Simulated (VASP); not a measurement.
A run of VASP 6.6.1 is set up as follows.

The input INCAR:

```
SYSTEM = SiC
PREC     = Accurate       ! precision mode
ENCUT    = 520            ! plane-wave cutoff, eV
EDIFF    = 1E-6           ! SCF threshold, eV
ISMEAR   = -1             ! smearing method
SIGMA    = 0.02           ! smearing width, eV
LREAL    = .FALSE.        ! projectors in reciprocal space
LASPH    = .TRUE.         ! aspherical terms in the spheres
NELM     = 80             ! most SCF steps
ALGO     = Normal         ! electronic algorithm
ISIF     = 2              ! what is computed and relaxed
LWAVE    = .FALSE.        ! write WAVECAR
LCHARG   = .FALSE.        ! write CHGCAR
GGA      = PE             ! functional
NBANDS   = 16             ! bands
```

The input KPOINTS:

```
Automatic mesh
0
G
  12 12 6
  0 0 0
```

POSCAR

```
SiC
1.0
    3.0918273337      0.0000000000      0.0000000000
   -1.5459136669      2.6776010151      0.0000000000
    0.0000000000      0.0000000000      5.0742732797
Si C
2 2
Direct
    0.3333333333      0.6666666667     -0.0004133941
    0.6666666667      0.3333333333      0.4995866059
    0.3333333333      0.6666666667      0.3754133941
    0.6666666667      0.3333333333      0.8754133941
```

Potentials or basis: VASP PAW PBE potentials, release 64 (Si, C).

Launch:

```bash
$ cat potpaw_PBE.64/Si/POTCAR potpaw_PBE.64/C/POTCAR > POTCAR
$ mpirun -np 1 vasp_std > vasp.out
```

**Question.** Estimate the band gap on the k mesh.

**Answer.** 2.30 eV, indirect (least direct gap 3.94 eV).

**Question.** Predict the pressure.

**Answer.** 0.0 GPa.

A k mesh can miss the band edges. A hybrid or GW would open this gap; PBE tends to underestimate it.
